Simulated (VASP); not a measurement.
# BeS (F-43m) in VASP: a series of runs, part 2 of 2

VASP 6.6.1.

## Step 5: Single point, PBE (volume scaled by 1.10)

The input, INCAR:

```
ALGO = Normal
EDIFF = 1E-6
ENCUT = 520
GGA = PE
ISIF = 2
ISMEAR = 0
LASPH = T
LCHARG = F
LREAL = F
LWAVE = F
NBANDS = 11
NELM = 60
PREC = Accurate
SIGMA = 0.02
```

The input, KPOINTS:

```
k-points
0
Gamma
  8 8 8
```

The input, POSCAR:

```
BeS
1.0
    0.0000000000      2.5168692549      2.5168692549
    2.5168692549      0.0000000000      2.5168692549
    2.5168692549      2.5168692549      0.0000000000
Be S
1 1
Direct
    0.7500000000      0.7500000000      0.7500000000
    0.0000000000      0.0000000000      0.0000000000
```

Potentials or basis: VASP PAW PBE potentials, release 64 (Be, S).

Run with:

```sh
> cat potpaw_PBE.64/Be/POTCAR potpaw_PBE.64/S/POTCAR > POTCAR
> mpirun -np 1 vasp_std > vasp.out
```

OUTCAR:

```text
EDIFF = 1E-6
   ENCUT = 520
   GGA = PE
   ISIF = 2
   ISMEAR = 0
   LASPH = T
   LREAL = F
   NELM = 60
   PREC = Accurate

 ion  position               nearest neighbor table
   1  0.750  0.750  0.750-   2 2.18   2 2.18   2 2.18   2 2.18
   2  0.000  0.000  0.000-   1 2.18   1 2.18   1 2.18   1 2.18

  LATTYP: Found a face centered cubic cell.
 ALAT       =     5.0337385098

  Lattice vectors:

 A1 = (   0.0000000000,   2.5168692549,   2.5168692549)
 A2 = (   2.5168692549,   0.0000000000,   2.5168692549)
 A3 = (   2.5168692549,   2.5168692549,   0.0000000000)
[... 513 lines left out ...]
      7      11.7106      0.00000
      8      13.0584      0.00000
      9      14.1198      0.00000
     10      17.7216      0.00000
     11      18.1888      0.00000

 [... further k-points ...]
[... 5 lines left out ...]
  --------------------------------------------------------------------------------------
  -------------------------------------------------------------------------------------
  Total       -1.4705787     -1.4705787     -1.4705787      0.0000000      0.0000000      0.0000000
  in kB      -73.8902067    -73.8902067    -73.8902067      0.0000000      0.0000000      0.0000000
  external PRESSURE =     -73.8902067 kB  Pullay stress =       0.0000000 kB

 VOLUME and BASIS-vectors are now :
 -----------------------------------------------------------------------------
  energy-cutoff  :      520.00
  volume of cell :       31.89
      direct lattice vectors                 reciprocal lattice vectors
     0.000000000  2.516869255  2.516869255    -0.198659505  0.198659505  0.198659505
     2.516869255  0.000000000  2.516869255     0.198659505 -0.198659505  0.198659505
     2.516869255  2.516869255  0.000000000     0.198659505  0.198659505 -0.198659505

 POSITION                                       TOTAL-FORCE (eV/Angst)
 -----------------------------------------------------------------------------------
      3.77530      3.77530      3.77530        -0.000000     -0.000000     -0.000000
      0.00000      0.00000      0.00000         0.000000      0.000000      0.000000
 -----------------------------------------------------------------------------------
    total drift:                                0.000000      0.000000      0.000000

  FREE ENERGIE OF THE ION-ELECTRON SYSTEM (eV)
  ---------------------------------------------------
  free  energy   TOTEN  =        -9.9418716764 eV

  energy  without entropy=       -9.9418716764  energy(sigma->0) =       -9.94187168
```

Wall time 10 s (1 thread of Intel Xeon Platinum 8259CL at 2.50GHz (Skylake/Cascade Lake), shared host); peak memory 0.14 GiB.

What came out:

- Free energy: -9.9419 eV
- Pressure: -7.4 GPa
- Band gap on the k mesh: 3.33 eV, indirect (least direct gap 4.98 eV)

Levels at points of the mesh, in eV from the valence-band top:
```tsv
k point	band 1	band 2	band 3	band 4	band 5	band 6	band 7	band 8	band 9
(0.00, 0.00, 0.00)	-12.99	0.00	0.00	0.00	4.98	5.69	5.69	5.69	12.59
(0.50, 0.00, 0.00)	-11.67	-5.11	-0.89	-0.89	5.07	6.56	6.56	10.64	14.24
(0.50, 0.50, 0.00)	-11.23	-4.48	-2.28	-2.28	3.33	4.98	11.88	11.88	14.15
```

Caveat: the cell differs from its parent crystal (volume scaled by 1.10). A k mesh can miss the band edges.

## Step 6: Relaxation of cell and atoms, PBE

This run uses another cell than the first one, of 14.49 Å³/atom, 1.031 times its volume.

The input, INCAR:

```
ALGO = Normal
EDIFF = 1E-6
EDIFFG = -0.04
ENCUT = 600
GGA = PE
IBRION = 2
ISIF = 3
ISMEAR = 0
LASPH = True
LCHARG = False
LREAL = False
LWAVE = False
NELM = 80
NSW = 90
PREC = Accurate
SIGMA = 0.1
```

The input, KPOINTS:

```
k-points
0
Gamma
  6 6 6
```

The input, POSCAR:

```
BeS
1.0
    0.0000000000      2.4381650070      2.4381650070
    2.4381650070      0.0000000000      2.4381650070
    2.4381650070      2.4381650070      0.0000000000
Be S
1 1
Direct
    0.2500000000      0.2500000000      0.2500000000
    0.0000000000      0.0000000000      0.0000000000
```

Potentials or basis: VASP PAW PBE potentials, release 64 (Be, S).

Run with:

```sh
> cat potpaw_PBE.64/Be/POTCAR potpaw_PBE.64/S/POTCAR > POTCAR
> mpirun -np 1 vasp_std > vasp.out
```

Run time: 5.2 s. Hardware: 1 thread of Intel Xeon Platinum 8259CL at 2.50GHz (Skylake/Cascade Lake), shared host; peak memory 0.14 GiB.

The run converged. Its results:

```
Free energy             : -10.0110 eV
Pressure after relaxing : 0.1 GPa
Band gap on the k mesh  : 3.15 eV, indirect (least direct gap 5.67 eV)
```

Final structure:
```cif
data_structure
_symmetry_space_group_name_H-M 'P 1'
_symmetry_Int_Tables_number 1
_cell_length_a 3.4481
_cell_length_b 3.4481
_cell_length_c 3.4481
_cell_angle_alpha 60.000
_cell_angle_beta 60.000
_cell_angle_gamma 60.000
_cell_volume 28.99
loop_
_atom_site_label
_atom_site_type_symbol
_atom_site_fract_x
_atom_site_fract_y
_atom_site_fract_z
_atom_site_occupancy
Be1 Be 0.25000 0.25000 0.25000 1
S1 S 0.00000 0.00000 0.00000 1
```

Levels at points of the mesh, in eV from the valence-band top:
| k point | band 1 | band 2 | band 3 | band 4 | band 5 | band 6 | band 7 | band 8 |
| --- | --- | --- | --- | --- | --- | --- | --- | --- |
| (0.00, 0.00, 0.00) | -13.58 | 0.00 | 0.00 | 0.00 | 5.67 | 5.67 | 5.67 | 5.75 |
| (0.50, 0.00, 0.00) | -12.02 | -5.68 | -1.01 | -1.01 | 5.42 | 6.56 | 6.56 | 11.13 |
| (0.50, 0.50, 0.00) | -11.49 | -4.94 | -2.59 | -2.59 | 3.15 | 4.93 | 12.65 | 12.65 |

Caveat: the relaxation stopped at its first step, so nothing moved. A k mesh can miss the band edges.

## Step 7: Summary

| task | cell | k mesh | cutoff (eV) | smearing | gap on the mesh (eV) | pressure (GPa) |
| --- | --- | --- | --- | --- | --- | --- |
| single point | a = 3.413 Å, angles 60.0°, 2 atoms | 8 × 8 × 8 | 520 | gaussian 0.02 eV | 3.08 | 3.0 |
| single point | a = 3.482 Å, angles 60.0°, 2 atoms | 8 × 8 × 8 | 520 | gaussian 0.02 eV | 3.21 | -2.6 |
| single point | a = 3.516 Å, angles 60.0°, 2 atoms | 8 × 8 × 8 | 520 | gaussian 0.02 eV | 3.26 | -4.8 |
| single point | a = 3.559 Å, angles 60.0°, 2 atoms | 8 × 8 × 8 | 520 | gaussian 0.02 eV | 3.33 | -7.4 |
| relaxation of cell and atoms | relaxed from a = 3.448 Å, angles 60.0°, 2 atoms | 6 × 6 × 6 | 600 | gaussian 0.1 eV | 3.15 | 0.1 |

Alike in all rows: level PBE; potentials or basis VASP PAW PBE potentials, release 64 (Be, S); no spin polarisation.

Caveats: the relaxation stopped at its first step, so nothing moved (some runs).

Absolute energies hang on the potentials; compare differences alone.
